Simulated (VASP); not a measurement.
# BeS (I-4m2) in VASP: further runs

Runs on BeS. Level: PBEsol. Tasks: single point.

Everything below comes from runs of VASP 6.6.1. Logs are shortened: lines on timing, memory, paths and dates and some standing lists are left out, and cuts for length are marked.

### Step 1. The cell of the first run

The structure is tetragonal, space group I-4m2 (No. 119). Conventional cell: a = 3.375 Å, b = 3.375 Å, c = 4.851 Å, α = 90.00°, β = 90.00°, γ = 90.00°. Within 2.8 Å of Be (site symmetry -4m2) lie 4 S at 2.08 Å. Within 2.8 Å of S (site symmetry -4m2) lie 4 Be at 2.08 Å.

### Step 2. Single point, PBEsol (13.81 Å³/atom)

Input file INCAR:

```
SYSTEM = BeS
  PREC = Accurate
  ENCUT = 520
  EDIFF = 1E-6
  ISMEAR = 0
  SIGMA = 0.05
  LREAL = .False.
  LASPH = .True.
  NELM = 60
  ALGO = Normal
  ISIF = 2
  LWAVE = .False.
  LCHARG = .False.
  GGA = PS
  NBANDS = 11
```

Input file KPOINTS:

```
regular mesh
0
Gamma
  10 10 10
  0 0 0
```

Input file POSCAR:

```
BeS
1.0
    0.0000000000      2.4253239576      2.3866600646
    2.3866600646      0.0000000000      2.3866600646
    2.3866600646      2.4253239576      0.0000000000
Be S
1 1
Direct
    0.0000000000      0.0000000000      0.0000000000
    0.7500000000      0.7500000000      0.7500000000
```

Potentials or basis: VASP PAW PBE potentials, release 64 (Be, S).

Launch:

```
cat potpaw_PBE.64/Be/POTCAR potpaw_PBE.64/S/POTCAR > POTCAR
mpirun -np 1 vasp_std > vasp.out
```

OUTCAR:

```text
SYSTEM = BeS
   PREC = Accurate
   ENCUT = 520
   EDIFF = 1E-6
   ISMEAR = 0
   LREAL = .False.
   LASPH = .True.
   NELM = 60
   ISIF = 2
   GGA = PS

 ion  position               nearest neighbor table
   1  0.000  0.000  0.000-   2 2.08   2 2.08   2 2.08   2 2.08
   2  0.750  0.750  0.750-   1 2.08   1 2.08   1 2.08   1 2.08

  LATTYP: Found a body centered tetragonal cell.
 ALAT       =     3.3752470321
 C/A-ratio  =     1.4371238221

  Lattice vectors:

 A1 = (   0.0000000000,  -2.4253239576,   2.3866600646)
 A2 = (   0.0000000000,  -2.4253239576,  -2.3866600646)
 A3 = (   2.3866600646,   2.4253239576,   0.0000000000)

Analysis of symmetry for initial positions (statically):
=====================================================================
 Subroutine PRICEL returns:
 Original cell was already a primitive cell.

 Routine SETGRP: Setting up the symmetry group for a
 body centered tetragonal supercell.

 Subroutine GETGRP returns: Found  8 space group operations
 (whereof  8 operations were pure point group operations)
 out of a pool of 16 trial point group operations.

The static configuration has the point symmetry D_2d.

Analysis of symmetry for dynamics (positions and initial velocities):
=====================================================================
 Subroutine PRICEL returns:
 Original cell was already a primitive cell.

 Routine SETGRP: Setting up the symmetry group for a
 body centered tetragonal supercell.

 Subroutine GETGRP returns: Found  8 space group operations
 (whereof  8 operations were pure point group operations)
 out of a pool of 16 trial point group operations.

The dynamic configuration has the point symmetry D_2d.

 Subroutine INISYM returns: Found  8 space group operations
 (whereof  8 operations are pure point group operations),
 and found     1 'primitive' translations

----------------------------------------------------------------------------------------

                                     Primitive cell

  volume of cell :      27.6300

  direct lattice vectors                    reciprocal lattice vectors
     0.000000000  2.425323958  2.386660065    -0.209497786  0.206158026  0.209497786
     2.386660065  0.000000000  2.386660065     0.209497786 -0.206158026  0.209497786
     2.386660065  2.425323958  0.000000000     0.209497786  0.206158026 -0.209497786

  length of vectors
     3.402696367  3.375247032  3.402696367     0.360942899  0.360942899  0.360942899

  position of ions in fractional coordinates (direct lattice)
     0.000000000  0.000000000  0.000000000
     0.750000000  0.750000000  0.750000000

  ion indices of the primitive-cell ions
   primitive index   ion index
                 1           1
                 2           2

----------------------------------------------------------------------------------------

 KPOINTS: regular mesh

Automatic generation of k-mesh.
 Grid dimensions read from file:
 generate k-points for:   10   10   10

 Generating k-lattice:

  Cartesian coordinates                     Fractional coordinates (reciprocal lattice)
    -0.020949779  0.020615803  0.020949779     0.100000000  0.000000000  0.000000000
     0.020949779 -0.020615803  0.020949779     0.000000000  0.100000000  0.000000000
     0.020949779  0.020615803 -0.020949779     0.000000000  0.000000000  0.100000000

  Length of vectors
     0.036094290  0.036094290  0.036094290

  Shift w.r.t. Gamma in fractional coordinates (k-lattice)
     0.000000000  0.000000000  0.000000000

 Subroutine IBZKPT returns following result:
 ===========================================

 Found    102 irreducible k-points:

 Following reciprocal coordinates:
            Coordinates               Weight
  0.000000  0.000000  0.000000      1.000000
  0.100000  0.000000  0.000000      8.000000
  0.200000  0.000000  0.000000      8.000000
  0.300000  0.000000  0.000000      8.000000
  0.400000  0.000000 -0.000000      8.000000
  0.500000  0.000000  0.000000      4.000000
[... 16 lines left out ...]
  0.300000  0.300000  0.000000      4.000000
  0.400000  0.300000 -0.000000     16.000000
 [... further k-points ...]
   k-points           NKPTS =    102   k-points in BZ     NKDIM =    102   number of bands    NBANDS=     11
   number of dos      NEDOS =    301   number of ions     NIONS =      2
   total plane-waves  NPLWV =  21952
   dimension x,y,z NGX =    28 NGY =   28 NGZ =   28
   dimension x,y,z NGXF=    56 NGYF=   56 NGZF=   56
   ions per type =               1   1
   NGX,Y,Z   is equivalent  to a cutoff of  13.68, 13.79, 13.68 a.u.
   NGXF,Y,Z  is equivalent  to a cutoff of  27.36, 27.58, 27.36 a.u.
 SYSTEM =  BeS
   PREC   = accura    normal or accurate (medium, high low for compatibility)
   ISTART =      0    job   : 0-new  1-cont  2-samecut
   ICHARG =      2    charge: 1-file 2-atom 10-const
   ISPIN  =      1    spin polarized calculation?
   LNONCOLLINEAR =      F non collinear calculations
   LSORBIT =      F    spin-orbit coupling
   LASPH  =      T    aspherical Exc in radial PAW
   ENCUT  =  520.0 eV  38.22 Ry    6.18 a.u.   6.33  6.28  6.33*2*pi/ulx,y,z
   NELM   =     60;   NELMIN=  2; NELMDL= -5     # of ELM steps
   EDIFF  = 0.1E-05   stopping-criterion for ELM
   LREAL  =      F    real-space projection
   EDIFFG = 0.1E-04   stopping-criterion for IOM
   NSW    =      0    number of steps for IOM
   IBRION =     -1    ionic relax: 0-MD 1-quasi-New 2-CG
   NFREE  =      0    steps in history (QN), initial steepest desc. (CG)
   ISIF   =      2    stress and relaxation
   ISYM   =      2    0-nonsym 1-usesym 2-fastsym
   POTIM  = 0.5000    time-step for ionic-motion
   TEBEG  =    0.0;   TEEND  =   0.0 temperature during run
   PSTRESS=    0.0 pullay stress
   NELECT =       8.0000    total number of electrons
   NUPDOWN=      -1.0000    fix difference up-down
   EMIN   =  10.00;   EMAX   =-10.00  energy-range for DOS
   EFERMI =   0.00;   METHOD = LEGACY
   ISMEAR =     0;   SIGMA  =   0.05  broadening in eV -4-tet -1-fermi 0-gaus
   EFERMI_NEDOS =   21; number of points for ismear=-14 and -15
   IALGO  =     38    algorithm
   IMIX   =      4    mixing-type and parameters
     AMIX     =   0.40;   BMIX     =  1.00
     AMIX_MAG =   1.60;   BMIX_MAG =  1.00
  volume/ion in A,a.u.               =      13.81        93.23
  Fermi-wavevector in a.u.,A,eV,Ry     =   1.083040  2.046649 15.959305  1.172976
  Thomas-Fermi vector in A             =   2.219096
   LORBIT       =      0    0 simple, 1 ext, 2 COOP (PROOUT), +10 PAW based schemes
   GGA     = PS    functional components
   LHFCALC =     F    Hartree Fock is set to
   AEXX    =    0.0000 exact exchange contribution
   IVDW    =     0    specifies the selected vdW correction
   LEPSILON=     F    determine dielectric tensor
   LRPA    =     F    only Hartree local field effects (RPA)
 non-spin polarized calculation
 Gauss-broadening in eV      SIGMA  =   0.05
  energy-cutoff  :      520.00
  volume of cell :       27.63
 maximum number of plane-waves:       758
 NGX is ok and might be reduce to    28
   NGX = 13   NGY = 13   NGZ = 13

 number of electron       8.0000001 magnetization

 Free energy of the ion-electron system (eV)
  ---------------------------------------------------
  ext. energy  EPLUGINS =         0.00000000
  ---------------------------------------------------
  free energy    TOTEN  =       -10.55688042 eV

  energy without entropy =      -10.55688042  energy(sigma->0) =      -10.55688042

 E-fermi :   4.7989     XC(G=0): -10.0314

 val. band max:        4.5092210655   @ k =   0.0000   0.0000   0.0000
 cond. band min:       7.2908325736   @ k =   0.5000   0.5000   0.0000
 fundamental gap:      2.7816115080
 Fermi energy:         4.7988551361

 k-point     1 :       0.0000    0.0000    0.0000
  band No.  band energies     occupation
      1      -9.4578      2.00000
      2       4.4187      2.00000
      3       4.5092      2.00000
      4       4.5092      2.00000
      5      10.0677      0.00000
      6      10.0677      0.00000
      7      10.0879      0.00000
      8      10.4525      0.00000
      9      17.1464      0.00000
     10      17.5218      0.00000
     11      19.4018      0.00000

 k-point     2 :       0.1000    0.0000    0.0000
  band No.  band energies     occupation
      1      -9.3375      2.00000
      2       3.6112      2.00000
      3       4.3024      2.00000
      4       4.3733      2.00000
      5      10.0494      0.00000
      6      10.3214      0.00000
      7      10.3355      0.00000
      8      11.3494      0.00000
      9      16.6210      0.00000
     10      16.9371      0.00000
     11      19.2338      0.00000

 k-point     3 :       0.2000    0.0000    0.0000
  band No.  band energies     occupation
      1      -8.9930      2.00000
      2       1.9006      2.00000
      3       3.9673      2.00000
      4       4.0669      2.00000
      5      10.0290      0.00000
      6      10.8199      0.00000
      7      10.8376      0.00000
      8      13.0494      0.00000
      9      16.1584      0.00000
     10      16.3493      0.00000
     11      18.8271      0.00000

 k-point     4 :       0.3000    0.0000    0.0000
  band No.  band energies     occupation
      1      -8.4864      2.00000
      2       0.1970      2.00000
      3       3.6286      2.00000
      4       3.7564      2.00000
      5       9.9978      0.00000
      6      11.0389      0.00000
      7      11.1221      0.00000
      8      14.5611      0.00000
      9      16.7095      0.00000
     10      16.7409      0.00000
     11      18.6725      0.00000
[... 239 lines left out ...]
 k-point    22 :      -0.2000    0.2000   -0.0000
  band No.  band energies     occupation
      1      -8.3202      2.00000
      2       0.5812      2.00000
      3       2.0252      2.00000
      4       3.7176      2.00000
      5      10.6730      0.00000
      6      11.5153      0.00000
      7      11.9561      0.00000
      8      13.3082      0.00000
      9      15.0031      0.00000
     10      19.0055      0.00000
     11      20.1025      0.00000

 k-point    23 :       0.3000    0.3000    0.0000
  band No.  band energies     occupation
      1      -8.1484      2.00000
      2       0.9602      2.00000
      3       2.3450      2.00000
      4       2.3771      2.00000
      5       8.3699      0.00000
      6      10.3018      0.00000
      7      14.1000      0.00000
      8      14.4017      0.00000
      9      16.9956      0.00000
     10      19.1546      0.00000
     11      22.1664      0.00000

 k-point    24 :       0.4000    0.3000   -0.0000
  band No.  band energies     occupation
      1      -7.7423      2.00000
      2       0.1728      2.00000
      3       1.8712      2.00000
      4       2.1265      2.00000
      5       8.3211      0.00000
      6      10.1674      0.00000
      7      14.6341      0.00000
      8      14.9663      0.00000
      9      18.5318      0.00000
     10      19.9375      0.00000
     11      21.5663      0.00000

 [... further k-points ...]
[... 5 lines left out ...]
  --------------------------------------------------------------------------------------
  -------------------------------------------------------------------------------------
  Total        0.5453657      0.2719735      0.5453657      0.0000000      0.0000000      0.0000000
  in kB       31.6240503     15.7708923     31.6240503      0.0000000      0.0000000      0.0000000
  external PRESSURE =      26.3396643 kB  Pullay stress =       0.0000000 kB

 VOLUME and BASIS-vectors are now :
 -----------------------------------------------------------------------------
  energy-cutoff  :      520.00
  volume of cell :       27.63
      direct lattice vectors                 reciprocal lattice vectors
     0.000000000  2.425323958  2.386660065    -0.209497786  0.206158026  0.209497786
     2.386660065  0.000000000  2.386660065     0.209497786 -0.206158026  0.209497786
     2.386660065  2.425323958  0.000000000     0.209497786  0.206158026 -0.209497786

 POSITION                                       TOTAL-FORCE (eV/Angst)
 -----------------------------------------------------------------------------------
      0.00000      0.00000      0.00000         0.000000      0.000000     -0.000000
      3.57999      3.63799      3.57999        -0.000000     -0.000000      0.000000
 -----------------------------------------------------------------------------------
    total drift:                                0.000000     -0.000000      0.000000

  FREE ENERGIE OF THE ION-ELECTRON SYSTEM (eV)
  ---------------------------------------------------
  free  energy   TOTEN  =       -10.5568804160 eV

  energy  without entropy=      -10.5568804160  energy(sigma->0) =      -10.55688042
```

Run time: 17 s. Hardware: 1 thread of Intel Xeon Platinum 8559C (Emerald Rapids), shared host; peak memory 0.16 GiB.

What came out:

* Free energy: -10.5569 eV
* Pressure: 2.6 GPa
* Band gap on the k mesh: 2.78 eV (least direct gap 5.56 eV)

Caveat: the PAW data sets were made with another functional, which shifts forces and pressure a little.

(Part 1 of 2 ends here.)
